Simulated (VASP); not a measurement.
# TiSi2 (Immm) in VASP: further runs

Runs on TiSi2. Level: PBEsol. Tasks: relaxation of cell and atoms.

All numbers are computed with VASP 6.6.1; they aren't measurements. Logs are shortened: lines on timing, memory, paths and dates and some standing lists are left out, and cuts for length are marked.

## 1. The cell of the first run

Symmetry: Immm, No. 71, orthorhombic system. Conventional cell: a = 2.946 Å, b = 3.424 Å, c = 8.424 Å, α = 90.00°, β = 90.00°, γ = 90.00°. Ti (site symmetry mmm) has 10 Si at 2.67 to 2.78 Å and 4 Ti at 2.95 to 3.42 Å within 3.5 Å. Within 3.5 Å of Si (site symmetry mm2) lie 9 Si at 2.63 to 3.42 Å and 5 Ti at 2.67 to 2.78 Å.

## 2. Relaxation of cell and atoms, PBEsol, target pressure 20 GPa, at which the enthalpy is minimised

INCAR reads:

```
SYSTEM = TiSi2
PREC = Accurate ; ENCUT = 600
EDIFF = 1E-6 ; ISMEAR = -1
SIGMA = 0.05 ; LREAL = .FALSE.
LASPH = .TRUE. ; NELM = 100
ALGO = Normal ; ISIF = 3
LWAVE = .FALSE. ; LCHARG = .FALSE.
GGA = PS ; IBRION = 2
NSW = 80 ; EDIFFG = -0.005
PSTRESS = 200.0
```

KPOINTS reads:

```
regular mesh
0
G
  12 12 12
  0 0 0
```

POSCAR reads:

```
TiSi2
1.0
   -1.4728720000      1.7121300000      4.2120830000
    1.4728720000     -1.7121300000      4.2120830000
    1.4728720000      1.7121300000     -4.2120830000
Ti Si
1 2
Direct
    0.0000000000      0.0000000000      0.0000000000
    0.6700780000      0.6700780000      0.0000000000
    0.3299220000      0.3299220000      0.0000000000
```

Potentials or basis: VASP PAW PBE potentials, release 64 (Ti_sv, Si).

The run is started by

```bash
> cat potpaw_PBE.64/Ti_sv/POTCAR potpaw_PBE.64/Si/POTCAR > POTCAR
> mpirun -np 1 vasp_std > vasp.out
```

OUTCAR:

```text
SYSTEM = TiSi2
   PREC = Accurate
   ENCUT = 600
   EDIFF = 1E-6
   ISMEAR = -1
   LREAL = .FALSE.
   LASPH = .TRUE.
   NELM = 100
   ISIF = 3
   GGA = PS
   IBRION = 2
   NSW = 80
   EDIFFG = -0.005
   PSTRESS = 200.0

 ion  position               nearest neighbor table
   1  0.000  0.000  0.000-   2 2.67   2 2.67   2 2.67   3 2.67   2 2.67   3 2.67   3 2.67   3 2.67
                             2 2.78   3 2.78
   2  0.670  0.670  0.000-   3 2.63   3 2.63   3 2.63   3 2.63   1 2.67   1 2.67   1 2.67   1 2.67
                             1 2.78   3 2.87
   3  0.330  0.330  0.000-   2 2.63   2 2.63   2 2.63   2 2.63   1 2.67   1 2.67   1 2.67   1 2.67
                             1 2.78   2 2.87

  LATTYP: Found a body centered orthorhombic cell.
 ALAT       =     2.9457440000
 B/A-ratio  =     1.1624431723
 C/A-ratio  =     2.8597753233

  Lattice vectors:

 A1 = (  -1.4728720000,   1.7121300000,   4.2120830000)
 A2 = (   1.4728720000,  -1.7121300000,   4.2120830000)
 A3 = (   1.4728720000,   1.7121300000,  -4.2120830000)

Analysis of symmetry for initial positions (statically):
=====================================================================
 Subroutine PRICEL returns:
 Original cell was already a primitive cell.

 Routine SETGRP: Setting up the symmetry group for a
 body centered orthorhombic supercell.

 Subroutine GETGRP returns: Found  8 space group operations
 (whereof  8 operations were pure point group operations)
 out of a pool of  8 trial point group operations.

The static configuration has the point symmetry D_2h.

Analysis of symmetry for dynamics (positions and initial velocities):
=====================================================================
 Subroutine PRICEL returns:
 Original cell was already a primitive cell.

 Routine SETGRP: Setting up the symmetry group for a
 body centered orthorhombic supercell.

 Subroutine GETGRP returns: Found  8 space group operations
 (whereof  8 operations were pure point group operations)
 out of a pool of  8 trial point group operations.

The dynamic configuration has the point symmetry D_2h.

 Subroutine INISYM returns: Found  8 space group operations
 (whereof  8 operations are pure point group operations),
 and found     1 'primitive' translations

----------------------------------------------------------------------------------------

                                     Primitive cell

  volume of cell :      42.4873

  direct lattice vectors                    reciprocal lattice vectors
    -1.472872000  1.712130000  4.212083000     0.000000000  0.292033899  0.118706113
     1.472872000 -1.712130000  4.212083000     0.339472812  0.000000000  0.118706113
     1.472872000  1.712130000 -4.212083000     0.339472812  0.292033899  0.000000000

  length of vectors
     4.779370698  4.779370698  4.779370698     0.315237909  0.359628880  0.447800836

  position of ions in fractional coordinates (direct lattice)
     0.000000000  0.000000000  0.000000000
     0.670078000  0.670078000  0.000000000
     0.329922000  0.329922000  0.000000000

  ion indices of the primitive-cell ions
   primitive index   ion index
                 1           1
                 2           2
                 3           3

----------------------------------------------------------------------------------------

 KPOINTS: regular mesh

Automatic generation of k-mesh.
 Grid dimensions read from file:
 generate k-points for:   12   12   12

 Generating k-lattice:

  Cartesian coordinates                     Fractional coordinates (reciprocal lattice)
     0.000000000  0.024336158  0.009892176     0.083333333  0.000000000 -0.000000000
     0.028289401  0.000000000  0.009892176     0.000000000  0.083333333  0.000000000
     0.028289401  0.024336158  0.000000000    -0.000000000  0.000000000  0.083333333

  Length of vectors
     0.026269826  0.029969073  0.037316736

  Shift w.r.t. Gamma in fractional coordinates (k-lattice)
     0.000000000  0.000000000  0.000000000

 Subroutine IBZKPT returns following result:
 ===========================================

 Found    280 irreducible k-points:

 Following reciprocal coordinates:
            Coordinates               Weight
  0.000000  0.000000  0.000000      1.000000
  0.083333  0.000000 -0.000000      4.000000
  0.166667 -0.000000  0.000000      4.000000
  0.250000  0.000000 -0.000000      4.000000
  0.333333  0.000000  0.000000      4.000000
  0.416667 -0.000000  0.000000      4.000000
[... 16 lines left out ...]
  0.250000  0.166667 -0.000000      8.000000
  0.333333  0.166667  0.000000      8.000000
 [... further k-points ...]
   k-points           NKPTS =    280   k-points in BZ     NKDIM =    280   number of bands    NBANDS=     14
   number of dos      NEDOS =    301   number of ions     NIONS =      3
   total plane-waves  NPLWV =  64000
   dimension x,y,z NGX =    40 NGY =   40 NGZ =   40
   dimension x,y,z NGXF=    80 NGYF=   80 NGZF=   80
   ions per type =               1   2
   NGX,Y,Z   is equivalent  to a cutoff of  13.91, 13.91, 13.91 a.u.
   NGXF,Y,Z  is equivalent  to a cutoff of  27.83, 27.83, 27.83 a.u.
 SYSTEM =  TiSi2
   PREC   = accura    normal or accurate (medium, high low for compatibility)
   ISTART =      0    job   : 0-new  1-cont  2-samecut
   ICHARG =      2    charge: 1-file 2-atom 10-const
   ISPIN  =      1    spin polarized calculation?
   LNONCOLLINEAR =      F non collinear calculations
   LSORBIT =      F    spin-orbit coupling
   LASPH  =      T    aspherical Exc in radial PAW
   ENCUT  =  600.0 eV  44.10 Ry    6.64 a.u.   9.55  9.55  9.55*2*pi/ulx,y,z
   NELM   =    100;   NELMIN=  2; NELMDL= -5     # of ELM steps
   EDIFF  = 0.1E-05   stopping-criterion for ELM
   LREAL  =      F    real-space projection
   EDIFFG = -.5E-02   stopping-criterion for IOM
   NSW    =     80    number of steps for IOM
   IBRION =      2    ionic relax: 0-MD 1-quasi-New 2-CG
   NFREE  =      1    steps in history (QN), initial steepest desc. (CG)
   ISIF   =      3    stress and relaxation
   ISYM   =      2    0-nonsym 1-usesym 2-fastsym
   POTIM  = 0.5000    time-step for ionic-motion
   TEBEG  =    0.0;   TEEND  =   0.0 temperature during run
   PSTRESS=  200.0 pullay stress
   NELECT =      20.0000    total number of electrons
   NUPDOWN=      -1.0000    fix difference up-down
   EMIN   =  10.00;   EMAX   =-10.00  energy-range for DOS
   EFERMI =   0.00;   METHOD = LEGACY
   ISMEAR =    -1;   SIGMA  =   0.05  broadening in eV -4-tet -1-fermi 0-gaus
   EFERMI_NEDOS =   21; number of points for ismear=-14 and -15
   IALGO  =     38    algorithm
   IMIX   =      4    mixing-type and parameters
     AMIX     =   0.40;   BMIX     =  1.00
     AMIX_MAG =   1.60;   BMIX_MAG =  1.00
  volume/ion in A,a.u.               =      14.16        95.57
  Fermi-wavevector in a.u.,A,eV,Ry     =   1.273499  2.406564 22.065925  1.621800
  Thomas-Fermi vector in A             =   2.406319
   LORBIT       =      0    0 simple, 1 ext, 2 COOP (PROOUT), +10 PAW based schemes
   GGA     = PS    functional components
   LHFCALC =     F    Hartree Fock is set to
   AEXX    =    0.0000 exact exchange contribution
   IVDW    =     0    specifies the selected vdW correction
   LEPSILON=     F    determine dielectric tensor
   LRPA    =     F    only Hartree local field effects (RPA)
 conjugate gradient relaxation of ions
 non-spin polarized calculation
  energy-cutoff  :      600.00
  volume of cell :       42.49
 maximum number of plane-waves:      1438
 NGX is ok and might be reduce to    40
   NGX = 19   NGY = 19   NGZ = 19

--------------------------------------- Ionic step        1  -------------------------------------------

 number of electron      20.0000000 magnetization

 Free energy of the ion-electron system (eV)
  ---------------------------------------------------
  ext. energy  EPLUGINS =         0.00000000
  ---------------------------------------------------
  free energy    TOTEN  =       -21.33391953 eV

  energy without entropy =      -21.32273404  energy(sigma->0) =      -21.32832679

 E-fermi :   9.9134     XC(G=0): -11.7786

 val. band max:        9.9112933018   @ k =   0.5000   0.5000   0.3333
 cond. band min:       9.9171907228   @ k =   0.5000   0.1667  -0.0000
 fundamental gap:      0.0058974210
 Fermi energy:         9.9134214410

 k-point     1 :       0.0000    0.0000    0.0000
  band No.  band energies     occupation
      1     -46.1094      2.00000
      2     -22.5440      2.00000
      3     -22.5212      2.00000
      4     -22.2678      2.00000
      5      -2.6331      2.00000
      6       5.1736      2.00000
      7       5.7899      2.00000
      8       7.7720      2.00000
      9       9.2879      1.99999
     10      10.6734      0.00000
     11      11.9546      0.00000
     12      12.3179      0.00000
     13      13.0594      0.00000
     14      13.6871      0.00000
[... 499 lines left out ...]
  FREE ENERGIE OF THE ION-ELECTRON SYSTEM (eV)
  ---------------------------------------------------
  free  energy   TOTEN  =       -21.1365188981 eV

  energy  without entropy=      -21.1268542157  energy(sigma->0) =      -21.13168656

  enthalpy is  TOTEN    =       -16.4575350691 eV   P V=        4.6789838290

[... ionic steps 4 to 7 ...]

--------------------------------------- Ionic step        8  -------------------------------------------

 number of electron      20.0000000 magnetization

------------------------ aborting loop because EDIFF is reached ----------------------------------------

  FORCE on cell =-STRESS in cart. coord.  units (eV):
  Direction    XX          YY          ZZ          XY          YZ          ZX
  --------------------------------------------------------------------------------------
  -------------------------------------------------------------------------------------
  Total        4.5567683      4.5537267      4.5386328      0.0000000      0.0000000      0.0000000
  in kB      195.8191615    195.6884551    195.0398224      0.0000000      0.0000000      0.0000000
  external PRESSURE =      -4.4841870 kB  Pullay stress =     200.0000000 kB
[... 63 lines left out ...]
  enthalpy is  TOTEN    =       -16.4602291589 eV   P V=        4.6458225046

--------------------------------------- Ionic step       10  -------------------------------------------

 number of electron      20.0000000 magnetization

 Free energy of the ion-electron system (eV)
  ---------------------------------------------------
  ext. energy  EPLUGINS =         0.00000000
  ---------------------------------------------------
  free energy    TOTEN  =       -21.10515324 eV

  energy without entropy =      -21.09600826  energy(sigma->0) =      -21.10058075

 E-fermi :  11.6042     XC(G=0): -12.3779

 val. band max:       11.5958809257   @ k =   0.0833   0.3333   0.0000
 cond. band min:      11.6072014694   @ k =  -0.2500   0.5000   0.2500
 fundamental gap:      0.0113205438
 Fermi energy:        11.6041595433

 k-point     1 :       0.0000    0.0000    0.0000
  band No.  band energies     occupation
      1     -43.9968      2.00000
      2     -20.4880      2.00000
      3     -20.4477      2.00000
      4     -20.0946      2.00000
      5      -1.8604      2.00000
      6       6.3084      2.00000
      7       7.5972      2.00000
      8       9.1403      2.00000
      9      10.7663      2.00000
     10      12.6157      0.00000
     11      13.7521      0.00000
     12      14.4403      0.00000
     13      15.1856      0.00000
     14      16.0791      0.00000
[... 421 lines left out ...]
  FREE ENERGIE OF THE ION-ELECTRON SYSTEM (eV)
  ---------------------------------------------------
  free  energy   TOTEN  =       -21.1051532410 eV

  energy  without entropy=      -21.0960082601  energy(sigma->0) =      -21.10058075

  enthalpy is  TOTEN    =       -16.4602432585 eV   P V=        4.6449099825

 reached required accuracy - stopping structural energy minimisation
```

Run time: 14 min. Hardware: 1 thread of Intel Xeon 6975P-C (Granite Rapids), shared host; peak memory 0.42 GiB.

What came out:

```
Free energy                                                : -21.1052 eV
Relaxed volume                                             : 12.40 Å³/atom
Relaxed cell                                               : a = 4.576 Å, b = 4.576 Å, c = 4.576 Å, α = 144.31°, β = 137.88°, γ = 56.36°
Space group after relaxing (to 0.1 Å)                      : Immm (No. 71)
Energy change on relaxing (the run minimises the enthalpy) : +76.3 meV/atom
Ionic steps                                                : 10
Pressure after relaxing                                    : 20.0 GPa
Band gap on the k mesh                                     : zero (bands 10 and 11 overlap by 2.79 eV)
```

Step by step:
```csv
step,energy change (eV),largest force (eV/Å),pressure (GPa),volume (Å³)
1,0.0000,0.0665,-3.51,42.49
2,2.0321,0.1478,80.03,30.95
3,0.1974,0.0252,18.53,37.48
4,0.2209,0.0292,19.67,37.29
5,0.2333,0.0312,20.29,37.19
6,0.2348,0.0187,20.29,37.16
7,0.2357,0.0139,20.33,37.16
8,0.2197,0.0008,19.55,37.28
9,0.2279,0.0067,19.95,37.22
10,0.2288,0.0004,19.98,37.21
```

Final structure:
```
CELL_PARAMETERS angstrom
-1.40244 1.64442 4.03367
1.40244 -1.64442 4.03367
1.40244 1.64442 -4.03367
ATOMIC_POSITIONS crystal
Ti 0.00000 0.00000 0.00000
Si 0.67023 0.67023 0.00000
Si 0.32977 0.32977 0.00000
```

Caveat: the cell is relaxed towards a set pressure, so the run minimises the enthalpy, not the energy; the PAW data sets were made with another functional, which shifts forces and pressure a little.

## 3. Relaxation of cell and atoms, PBEsol, target pressure 30 GPa, at which the enthalpy is minimised

INCAR reads:

```
PREC = Accurate ; ENCUT = 600
EDIFF = 1E-6 ; ISMEAR = -1
SIGMA = 0.05 ; LREAL = False
LASPH = True ; NELM = 80
ALGO = Normal ; ISIF = 3
LWAVE = False ; LCHARG = False
GGA = PS ; IBRION = 2
NSW = 80 ; EDIFFG = -0.005
PSTRESS = 300.0
```

KPOINTS reads:

```
Automatic mesh
0
Gamma
  12 12 12
```

POSCAR is that of step 2.

Potentials or basis: VASP PAW PBE potentials, release 64 (Ti_sv, Si).

The run is started by

```bash
> cat potpaw_PBE.64/Ti_sv/POTCAR potpaw_PBE.64/Si/POTCAR > POTCAR
> mpirun -np 1 vasp_std > vasp.out
```

OUTCAR:

```text
PREC = Accurate
   ENCUT = 600
   EDIFF = 1E-6
   ISMEAR = -1
   LREAL = False
   LASPH = True
   NELM = 80
   ISIF = 3
   GGA = PS
   IBRION = 2
   NSW = 80
   EDIFFG = -0.005
   PSTRESS = 300.0

 ion  position               nearest neighbor table
   1  0.000  0.000  0.000-   2 2.67   2 2.67   2 2.67   3 2.67   2 2.67   3 2.67   3 2.67   3 2.67
                             2 2.78   3 2.78
   2  0.670  0.670  0.000-   3 2.63   3 2.63   3 2.63   3 2.63   1 2.67   1 2.67   1 2.67   1 2.67
                             1 2.78   3 2.87
   3  0.330  0.330  0.000-   2 2.63   2 2.63   2 2.63   2 2.63   1 2.67   1 2.67   1 2.67   1 2.67
                             1 2.78   2 2.87

  LATTYP: Found a body centered orthorhombic cell.
 ALAT       =     2.9457440000
 B/A-ratio  =     1.1624431723
 C/A-ratio  =     2.8597753233

  Lattice vectors:

[... 716 lines left out ...]

 number of electron      19.9999999 magnetization

------------------------ aborting loop because EDIFF is reached ----------------------------------------
[... 73 lines left out ...]
--------------------------------------- Ionic step       12  -------------------------------------------

 number of electron      19.9999999 magnetization

 Free energy of the ion-electron system (eV)
  ---------------------------------------------------
  ext. energy  EPLUGINS =         0.00000000
  ---------------------------------------------------
  free energy    TOTEN  =       -20.87379956 eV

  energy without entropy =      -20.86514389  energy(sigma->0) =      -20.86947173

 E-fermi :  12.1646     XC(G=0): -12.5673

 val. band max:       12.1640805134   @ k =  -0.3333  -0.4167   0.0833
 cond. band min:      12.1646890504   @ k =  -0.1667  -0.3333   0.1667
 fundamental gap:      0.0006085371
 Fermi energy:        12.1645872848

 k-point     1 :       0.0000    0.0000    0.0000
  band No.  band energies     occupation
      1     -43.3131      2.00000
      2     -19.8266      2.00000
      3     -19.7764      2.00000
      4     -19.3778      2.00000
      5      -1.6019      2.00000
      6       6.6858      2.00000
      7       8.1722      2.00000
      8       9.5784      2.00000
      9      11.2463      2.00000
     10      13.2853      0.00000
     11      14.2924      0.00000
     12      15.1492      0.00000
     13      15.8962      0.00000
     14      16.8512      0.00000
[... 425 lines left out ...]
  energy  without entropy=      -20.8651438925  energy(sigma->0) =      -20.86947173

  enthalpy is  TOTEN    =       -14.1858302002 eV   P V=        6.6879693643

 reached required accuracy - stopping structural energy minimisation
```

OSZICAR:

```text
N       E                     dE             d eps       ncg     rms          rms(c)
DAV:   1     0.139503896170E+03    0.13950E+03   -0.10646E+04  7846   0.163E+03
DAV:   2    -0.113993072407E+02   -0.15090E+03   -0.14869E+03  7972   0.388E+02
DAV:   3    -0.229060347656E+02   -0.11507E+02   -0.11146E+02 12914   0.888E+01
DAV:   4    -0.232206689844E+02   -0.31463E+00   -0.31374E+00  9784   0.143E+01
[... 118 lines left out ...]
       N       E                     dE             d eps       ncg     rms          rms(c)
DAV:   1    -0.208738031178E+02    0.67546E-04   -0.18948E-04  9352   0.194E-01    0.134E-02
DAV:   2    -0.208738006105E+02    0.25073E-05   -0.98019E-06  8776   0.310E-02    0.706E-03
DAV:   3    -0.208737995911E+02    0.10194E-05   -0.20322E-06  7356   0.152E-02    0.173E-03
DAV:   4    -0.208737995645E+02    0.26654E-07   -0.33764E-07  4256   0.802E-03
  12 F= -.14185830E+02 E0= -.14181502E+02  d E =-.407554E-04
```

It took 17 min on 1 thread of Intel Xeon 6975P-C (Granite Rapids), shared host; peak memory 0.41 GiB.

What came out:

```yaml
Free_energy: -20.8738 eV
Relaxed_volume: 11.91 Å³/atom
Relaxed_cell: a = 4.519 Å, b = 4.519 Å, c = 4.519 Å, α = 144.45°, β = 137.86°, γ = 56.28°
Space_group_after_relaxing_to_0.1_Å: Immm (No. 71)
Energy_change_on_relaxing_the_run_minimises_the_enthalpy: +153.4 meV/atom
Ionic_steps: 12
Pressure_after_relaxing: 30.0 GPa
Largest_force_after_relaxing: 0.004 eV/Å
Band_gap_on_the_k_mesh: zero (bands 10 and 11 overlap by 2.89 eV)
```

Forces on the atoms (eV/Å):
```
Ti   0.000  0.000  0.000
Si   0.000  0.000 -0.004
Si   0.000  0.000  0.004
```

The path:
```csv
step,energy change (eV),largest force (eV/Å),pressure (GPa),volume (Å³)
1,0.0000,0.0665,-3.51,42.49
2,5.0687,0.1993,159.30,26.75
3,0.3544,0.0407,25.72,36.34
4,0.4315,0.0483,29.01,35.89
5,0.4550,0.0507,29.93,35.76
6,0.4791,0.0529,30.88,35.64
7,0.4210,0.0225,28.49,35.93
8,0.4328,0.0299,28.99,35.87
9,0.4732,0.0031,30.47,35.65
10,0.4598,0.0083,30.00,35.72
11,0.4601,0.0021,30.01,35.72
12,0.4601,0.0040,30.02,35.72
```

Final structure:
```xyz
3
Lattice="-1.3795 1.6244 3.9848 1.3795 -1.6244 3.9848 1.3795 1.6244 -3.9848" Properties=species:S:1:pos:R:3 pbc="T T T"
Ti    1.3795    1.6244   -3.9848
Si    0.0000    0.0000    5.3429
Si    0.0000    0.0000    2.6266
```

Levels at points of the mesh, in eV from the Fermi level:
```csv
k point,band 6,band 7,band 8,band 9,band 10,band 11,band 12,band 13,band 14
"(0.00, 0.00, 0.00)",-5.48,-3.99,-2.59,-0.92,1.12,2.13,2.98,3.73,4.69
"(0.50, 0.00, 0.00)",-10.04,-4.73,-4.07,-0.90,1.29,2.50,3.14,4.44,4.50
"(0.00, 0.50, 0.00)",-8.61,-3.78,-3.71,-1.19,-0.62,0.98,3.11,4.25,4.70
"(0.50, 0.50, 0.00)",-6.18,-5.69,-4.40,-3.28,-1.67,-0.47,3.58,3.62,3.67
"(0.50, 0.50, 0.50)",-9.54,-1.75,-1.42,-0.61,0.44,2.48,3.06,3.33,4.44
```

Caveat: the cell is relaxed towards a set pressure, so the run minimises the enthalpy, not the energy; the volume moved by over 15 % at a fixed basis, so the end points are rough; the PAW data sets were made with another functional, which shifts forces and pressure a little.
